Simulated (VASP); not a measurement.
# NaMgF3 (Pmmm) in VASP: notebook

Runs on NaMgF3. Level: LDA. Tasks: single point.

Everything below comes from runs of VASP 6.6.1. Logs are shortened: lines on timing, memory, paths and dates and some standing lists are left out, and cuts for length are marked.

## 1. The cell of the first run

Symmetry: Pmmm, No. 47, orthorhombic system. Conventional cell: a = 3.556 Å, b = 3.951 Å, c = 4.346 Å, α = 90.00°, β = 90.00°, γ = 90.00°. Na (site symmetry mmm) has 12 F at 2.66 to 2.94 Å and 8 Mg at 3.43 Å within 3.5 Å. Within 2.4 Å of Mg (site symmetry mmm) lie 6 F at 1.78 to 2.17 Å. Within 2.6 Å of F (site symmetry mmm) lie 2 Mg at 1.98 Å. Within 2.9 Å of F (site symmetry mmm) lie 2 Mg at 2.17 Å and 4 Na at 2.66 Å and 4 F at 2.81 Å. Within 2.4 Å of F (site symmetry mmm) lie 2 Mg at 1.78 Å.

## 2. Single point, LDA (strain -0.1000 x Voigt [1, -1, 0, 0, 0, 0])

INCAR

```
  PREC = Accurate
  ENCUT = 520
  EDIFF = 1E-6
  ISMEAR = 0
  SIGMA = 0.05
  LREAL = F
  LASPH = T
  NELM = 100
  ALGO = Normal
  ISIF = 2
  LWAVE = F
  LCHARG = F
  NBANDS = 23
```

KPOINTS

```
Automatic mesh
0
Gamma
  6 6 6
```

POSCAR

```
NaMgF3
1.0
    3.5557551000      0.0000000000      0.0000000000
    0.0000000000      4.3459229000      0.0000000000
    0.0000000000      0.0000000000      3.9508390000
Na Mg F
1 1 3
Direct
    0.0000000000      0.0000000000      0.0000000000
    0.5000000000      0.5000000000      0.5000000000
    0.5000000000      0.5000000000      0.0000000000
    0.5000000000      0.0000000000      0.5000000000
    0.0000000000      0.5000000000      0.5000000000
```

Potentials or basis: VASP PAW LDA potentials, release 64 (Na_pv, Mg, F).

Command:

```
$ cat potpaw_LDA.64/Na_pv/POTCAR potpaw_LDA.64/Mg/POTCAR potpaw_LDA.64/F/POTCAR > POTCAR
$ mpirun -np 1 vasp_std > vasp.out
```

OUTCAR:

```text
PREC = Accurate
   ENCUT = 520
   EDIFF = 1E-6
   ISMEAR = 0
   LREAL = F
   LASPH = T
   NELM = 100
   ISIF = 2

 ion  position               nearest neighbor table
   1  0.000  0.000  0.000-
   2  0.500  0.500  0.500-   5 1.78   5 1.78   3 1.98   3 1.98   4 2.17   4 2.17
   3  0.500  0.500  0.000-   2 1.98   2 1.98
   4  0.500  0.000  0.500-   2 2.17   2 2.17
   5  0.000  0.500  0.500-   2 1.78   2 1.78

  LATTYP: Found a simple orthorhombic cell.
 ALAT       =     3.5557551000
 B/A-ratio  =     1.1111111111
 C/A-ratio  =     1.2222222222

  Lattice vectors:

 A1 = (  -3.5557551000,   0.0000000000,   0.0000000000)
 A2 = (   0.0000000000,   0.0000000000,   3.9508390000)
 A3 = (   0.0000000000,   4.3459229000,   0.0000000000)

Analysis of symmetry for initial positions (statically):
=====================================================================
 Subroutine PRICEL returns:
 Original cell was already a primitive cell.

 Routine SETGRP: Setting up the symmetry group for a
 simple orthorhombic supercell.

 Subroutine GETGRP returns: Found  8 space group operations
 (whereof  8 operations were pure point group operations)
 out of a pool of  8 trial point group operations.

The static configuration has the point symmetry D_2h.

Analysis of symmetry for dynamics (positions and initial velocities):
=====================================================================
 Subroutine PRICEL returns:
 Original cell was already a primitive cell.

 Routine SETGRP: Setting up the symmetry group for a
 simple orthorhombic supercell.

 Subroutine GETGRP returns: Found  8 space group operations
 (whereof  8 operations were pure point group operations)
 out of a pool of  8 trial point group operations.

The dynamic configuration has the point symmetry D_2h.

 Subroutine INISYM returns: Found  8 space group operations
 (whereof  8 operations are pure point group operations),
 and found     1 'primitive' translations

----------------------------------------------------------------------------------------

                                     Primitive cell

  volume of cell :      61.0525

  direct lattice vectors                    reciprocal lattice vectors
     3.555755100  0.000000000  0.000000000     0.281234217  0.000000000  0.000000000
     0.000000000  4.345922900  0.000000000     0.000000000  0.230100723  0.000000000
     0.000000000  0.000000000  3.950839000     0.000000000  0.000000000  0.253110795

  length of vectors
     3.555755100  4.345922900  3.950839000     0.281234217  0.230100723  0.253110795

  position of ions in fractional coordinates (direct lattice)
     0.000000000  0.000000000  0.000000000
     0.500000000  0.500000000  0.500000000
     0.500000000  0.500000000  0.000000000
     0.500000000  0.000000000  0.500000000
     0.000000000  0.500000000  0.500000000

  ion indices of the primitive-cell ions
   primitive index   ion index
                 1           1
                 2           2
                 3           3
                 4           4
                 5           5

----------------------------------------------------------------------------------------

 KPOINTS: Automatic mesh

Automatic generation of k-mesh.
 Grid dimensions read from file:
 generate k-points for:    6    6    6

 Generating k-lattice:

  Cartesian coordinates                     Fractional coordinates (reciprocal lattice)
     0.046872369  0.000000000  0.000000000     0.166666667  0.000000000  0.000000000
     0.000000000  0.038350120  0.000000000     0.000000000  0.166666667  0.000000000
     0.000000000  0.000000000  0.042185132     0.000000000  0.000000000  0.166666667

  Length of vectors
     0.046872369  0.038350120  0.042185132

  Shift w.r.t. Gamma in fractional coordinates (k-lattice)
     0.000000000  0.000000000  0.000000000

 Subroutine IBZKPT returns following result:
 ===========================================

 Found     64 irreducible k-points:

 Following reciprocal coordinates:
            Coordinates               Weight
  0.000000  0.000000  0.000000      1.000000
  0.166667  0.000000  0.000000      2.000000
  0.333333  0.000000  0.000000      2.000000
  0.500000  0.000000  0.000000      1.000000
  0.000000  0.166667  0.000000      2.000000
  0.166667  0.166667  0.000000      4.000000
[... 16 lines left out ...]
  0.333333  0.166667  0.166667      8.000000
  0.500000  0.166667  0.166667      4.000000
 [... further k-points ...]
   k-points           NKPTS =     64   k-points in BZ     NKDIM =     64   number of bands    NBANDS=     23
   number of dos      NEDOS =    301   number of ions     NIONS =      5
   total plane-waves  NPLWV =  26880
   dimension x,y,z NGX =    28 NGY =   32 NGZ =   30
   dimension x,y,z NGXF=    56 NGYF=   64 NGZF=   60
   ions per type =               1   1   3
   NGX,Y,Z   is equivalent  to a cutoff of  13.09, 12.24, 12.62 a.u.
   NGXF,Y,Z  is equivalent  to a cutoff of  26.18, 24.48, 25.25 a.u.
 SYSTEM =  unknown system
   PREC   = accura    normal or accurate (medium, high low for compatibility)
   ISTART =      0    job   : 0-new  1-cont  2-samecut
   ICHARG =      2    charge: 1-file 2-atom 10-const
   ISPIN  =      1    spin polarized calculation?
   LNONCOLLINEAR =      F non collinear calculations
   LSORBIT =      F    spin-orbit coupling
   LASPH  =      T    aspherical Exc in radial PAW
   ENCUT  =  520.0 eV  38.22 Ry    6.18 a.u.   6.61  8.08  7.35*2*pi/ulx,y,z
   NELM   =    100;   NELMIN=  2; NELMDL= -5     # of ELM steps
   EDIFF  = 0.1E-05   stopping-criterion for ELM
   LREAL  =      F    real-space projection
   EDIFFG = 0.1E-04   stopping-criterion for IOM
   NSW    =      0    number of steps for IOM
   IBRION =     -1    ionic relax: 0-MD 1-quasi-New 2-CG
   NFREE  =      0    steps in history (QN), initial steepest desc. (CG)
   ISIF   =      2    stress and relaxation
   ISYM   =      2    0-nonsym 1-usesym 2-fastsym
   POTIM  = 0.5000    time-step for ionic-motion
   TEBEG  =    0.0;   TEEND  =   0.0 temperature during run
   PSTRESS=    0.0 pullay stress
   NELECT =      30.0000    total number of electrons
   NUPDOWN=      -1.0000    fix difference up-down
   EMIN   =  10.00;   EMAX   =-10.00  energy-range for DOS
   EFERMI =   0.00;   METHOD = LEGACY
   ISMEAR =     0;   SIGMA  =   0.05  broadening in eV -4-tet -1-fermi 0-gaus
   EFERMI_NEDOS =   21; number of points for ismear=-14 and -15
   IALGO  =     38    algorithm
   IMIX   =      4    mixing-type and parameters
     AMIX     =   0.40;   BMIX     =  1.00
     AMIX_MAG =   1.60;   BMIX_MAG =  1.00
  volume/ion in A,a.u.               =      12.21        82.40
  Fermi-wavevector in a.u.,A,eV,Ry     =   1.291856  2.441254 22.706661  1.668893
  Thomas-Fermi vector in A             =   2.423600
   LORBIT       =      0    0 simple, 1 ext, 2 COOP (PROOUT), +10 PAW based schemes
   GGA     = CA    functional components
   LHFCALC =     F    Hartree Fock is set to
   AEXX    =    0.0000 exact exchange contribution
   IVDW    =     0    specifies the selected vdW correction
   LEPSILON=     F    determine dielectric tensor
   LRPA    =     F    only Hartree local field effects (RPA)
 non-spin polarized calculation
 Gauss-broadening in eV      SIGMA  =   0.05
  energy-cutoff  :      520.00
  volume of cell :       61.05
 maximum number of plane-waves:      1660
 NGX is ok and might be reduce to    28
   NGX = 13   NGY = 17   NGZ = 15

 number of electron      29.9999993 magnetization

 Free energy of the ion-electron system (eV)
  ---------------------------------------------------
  ext. energy  EPLUGINS =         0.00000000
  ---------------------------------------------------
  free energy    TOTEN  =       -26.21004622 eV

  energy without entropy =      -26.21004622  energy(sigma->0) =      -26.21004622

 E-fermi :  -1.6306     XC(G=0):  -9.9154

 val. band max:       -1.8980933008   @ k =   0.5000   0.5000   0.5000
 cond. band min:       3.5817887162   @ k =   0.0000   0.0000   0.0000
 fundamental gap:      5.4798820171
 Fermi energy:        -1.6306367175

 k-point     1 :       0.0000    0.0000    0.0000
  band No.  band energies     occupation
      1     -22.2305      2.00000
      2     -22.0471      2.00000
      3     -22.0318      2.00000
      4     -22.0295      2.00000
      5     -21.1512      2.00000
      6     -20.8668      2.00000
[... 15 lines left out ...]
     22      12.9914      0.00000
     23      14.2952      0.00000

 k-point     2 :       0.1667    0.0000    0.0000
  band No.  band energies     occupation
      1     -22.1779      2.00000
      2     -22.0461      2.00000
      3     -22.0323      2.00000
      4     -22.0284      2.00000
      5     -21.1734      2.00000
      6     -20.8547      2.00000
[... 15 lines left out ...]
     22      12.9599      0.00000
     23      13.8107      0.00000

 k-point     3 :       0.3333    0.0000    0.0000
  band No.  band energies     occupation
      1     -22.1400      2.00000
      2     -22.0440      2.00000
      3     -22.0261      2.00000
      4     -21.9442      2.00000
      5     -21.2378      2.00000
      6     -20.8315      2.00000
[... 15 lines left out ...]
     22      13.1320      0.00000
     23      13.8187      0.00000
[... 495 lines left out ...]
 k-point    23 :       0.3333    0.1667    0.1667
  band No.  band energies     occupation
      1     -22.1290      2.00000
      2     -22.0662      2.00000
      3     -22.0370      2.00000
      4     -21.8896      2.00000
      5     -21.2285      2.00000
      6     -20.8555      2.00000
[... 15 lines left out ...]
     22      13.5237      0.00000
     23      14.4725      0.00000

 k-point    24 :       0.5000    0.1667    0.1667
  band No.  band energies     occupation
      1     -22.1243      2.00000
      2     -22.0629      2.00000
      3     -22.0332      2.00000
      4     -21.8245      2.00000
      5     -21.2652      2.00000
      6     -20.8491      2.00000
[... 15 lines left out ...]
     22      14.2501      0.00000
     23      14.7804      0.00000

 [... further k-points ...]

------------------------ aborting loop because EDIFF is reached ----------------------------------------

  FORCE on cell =-STRESS in cart. coord.  units (eV):
  Direction    XX          YY          ZZ          XY          YZ          ZX
  --------------------------------------------------------------------------------------
  -------------------------------------------------------------------------------------
  Total        4.1859765     -4.7171748     -2.7877342      0.0000000      0.0000000     -0.0000000
  in kB      109.8510406   -123.7910817    -73.1574823      0.0000000      0.0000000     -0.0000000
  external PRESSURE =     -29.0325078 kB  Pullay stress =       0.0000000 kB

 VOLUME and BASIS-vectors are now :
 -----------------------------------------------------------------------------
  energy-cutoff  :      520.00
  volume of cell :       61.05
      direct lattice vectors                 reciprocal lattice vectors
     3.555755100  0.000000000  0.000000000     0.281234217  0.000000000  0.000000000
     0.000000000  4.345922900  0.000000000     0.000000000  0.230100723  0.000000000
     0.000000000  0.000000000  3.950839000     0.000000000  0.000000000  0.253110795

 POSITION                                       TOTAL-FORCE (eV/Angst)
 -----------------------------------------------------------------------------------
      0.00000      0.00000      0.00000         0.000000      0.000000      0.000000
      1.77788      2.17296      1.97542         0.000000      0.000000      0.000000
      1.77788      2.17296      0.00000         0.000000      0.000000      0.000000
      1.77788      0.00000      1.97542         0.000000      0.000000      0.000000
      0.00000      2.17296      1.97542         0.000000      0.000000      0.000000
 -----------------------------------------------------------------------------------
    total drift:                                0.000000      0.000000      0.000000

  FREE ENERGIE OF THE ION-ELECTRON SYSTEM (eV)
  ---------------------------------------------------
  free  energy   TOTEN  =       -26.2100462243 eV

  energy  without entropy=      -26.2100462243  energy(sigma->0) =      -26.21004622
```

Run time: 43 s. Hardware: 1 thread of Intel Xeon Platinum 8488C (Sapphire Rapids), shared host; peak memory 0.2 GiB.

Results:

| Quantity | Value |
| --- | --- |
| Free energy | -26.2100 eV |
| Pressure | -2.9 GPa |
| Band gap on the k mesh | 5.48 eV, indirect (least direct gap 5.94 eV) |

Caveat: the cell differs from its parent crystal (strain -0.1000 x Voigt [1, -1, 0, 0, 0, 0]). A k mesh can miss the band edges.

## 3. Single point, LDA (strain +0.0750 x Voigt [1, -1, 0, 0, 0, 0])

INCAR

```
SYSTEM = NaMgF3
PREC     = Accurate       ! precision mode
ENCUT    = 520            ! plane-wave cutoff, eV
EDIFF    = 1E-7           ! SCF threshold, eV
ISMEAR   = 0              ! smearing method
SIGMA    = 0.05           ! smearing width, eV
LREAL    = .FALSE.        ! projectors in reciprocal space
LASPH    = .TRUE.         ! aspherical terms in the spheres
NELM     = 100            ! most SCF steps
ALGO     = Normal         ! electronic algorithm
ISIF     = 2              ! what is computed and relaxed
LWAVE    = .FALSE.        ! write WAVECAR
LCHARG   = .FALSE.        ! write CHGCAR
GGA      = CA             ! functional
NBANDS   = 23             ! bands
```

KPOINTS

```
Automatic mesh
0
G
  6 6 6
  0 0 0
```

POSCAR: that of step 2 with these lines changed.

```diff
@@ -2,4 +2,4 @@
 1.0
-    3.5557551000      0.0000000000      0.0000000000
-    0.0000000000      4.3459229000      0.0000000000
+    4.2471519250      0.0000000000      0.0000000000
+    0.0000000000      3.6545260750      0.0000000000
     0.0000000000      0.0000000000      3.9508390000
```

Potentials or basis: VASP PAW LDA potentials, release 64 (Na_pv, Mg, F).

Command:

```
$ cat potpaw_LDA.64/Na_pv/POTCAR potpaw_LDA.64/Mg/POTCAR potpaw_LDA.64/F/POTCAR > POTCAR
$ mpirun -np 1 vasp_std > vasp.out
```

Run time: 37 s. Hardware: 1 thread of Intel Xeon Platinum 8488C (Sapphire Rapids), shared host; peak memory 0.2 GiB.

It converged, with:

```yaml
Free_energy: -26.3948 eV
Pressure: -5.0 GPa
Band_gap_on_the_k_mesh: 5.51 eV, indirect (least direct gap 5.98 eV)
```

Stress tensor (GPa, compression positive):
```
-11.77   0.00   0.00
  0.00   4.22   0.00
  0.00   0.00  -7.37
```

Levels at points of the mesh, in eV from the valence-band top:
```
           k point  band 13  band 14  band 15  band 16  band 17  band 18
(0.00, 0.00, 0.00)    -0.52    -0.52    -0.47     5.51    12.62    13.12
(0.50, 0.00, 0.00)    -0.78    -0.59    -0.54     8.03     8.86    14.05
(0.00, 0.50, 0.00)    -0.93    -0.61    -0.58     8.86     9.04    13.53
(0.50, 0.50, 0.00)    -1.22    -0.92    -0.20    10.15    10.35    10.97
(0.00, 0.00, 0.50)    -0.95    -0.58    -0.54     8.46     8.87    13.23
(0.50, 0.00, 0.50)    -0.95    -0.78    -0.20     9.77    10.29    10.52
(0.00, 0.50, 0.50)    -1.16    -1.14    -0.01    10.39    10.74    11.14
(0.50, 0.50, 0.50)    -0.18    -0.17     0.00     9.91    12.00    12.34
```

Caveat: the cell differs from its parent crystal (strain +0.0750 x Voigt [1, -1, 0, 0, 0, 0]).

(Part 1 of 2 ends here.)
